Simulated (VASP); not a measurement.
Runs of VASP 6.6.1 on CdS (Hawleyite). The structure is that of space group F-43m (No. 216), or close to it. The cells are those of the table. 

| task | cell | cutoff (eV) | gap on the mesh (eV) | pressure (GPa) |
| --- | --- | --- | --- | --- |
| relaxation of cell and atoms | relaxed to 15 GPa from a = 4.157 Å, angles 60.0°, 2 atoms | 600 | 1.90 | 15.0 |
| single point | a = 4.029 Å, angles 60.0°, 2 atoms | 520 | 1.75 | (b) |
| relaxation of cell and atoms | relaxed to 10 GPa from a = 4.157 Å, angles 60.0°, 2 atoms | 600 | 1.81 | 10.0 |
| single point | a = 3.987 Å, angles 60.0°, 2 atoms | 520 | (a) | 10.5 |
| relaxation of cell and atoms | relaxed to 7 GPa from a = 4.157 Å, angles 60.0°, 2 atoms | 600 | 1.74 | 7.0 |

Alike in all rows: level r2SCAN; potentials or basis VASP PAW PBE potentials, release 64 (Cd, S); no spin polarisation; k mesh 6 × 6 × 6; smearing gaussian 0.01 eV.

Question: Estimate the missing entries.

Answer: (a) 1.82; (b) 7.4.

Caveats: the PAW data sets were made with another functional, which shifts forces and pressure a little; the cell is relaxed towards a set pressure, so the enthalpy falls and the energy may rise (some runs).

A k mesh can miss the band edges, and the runs leave out spin-orbit coupling on Cd.
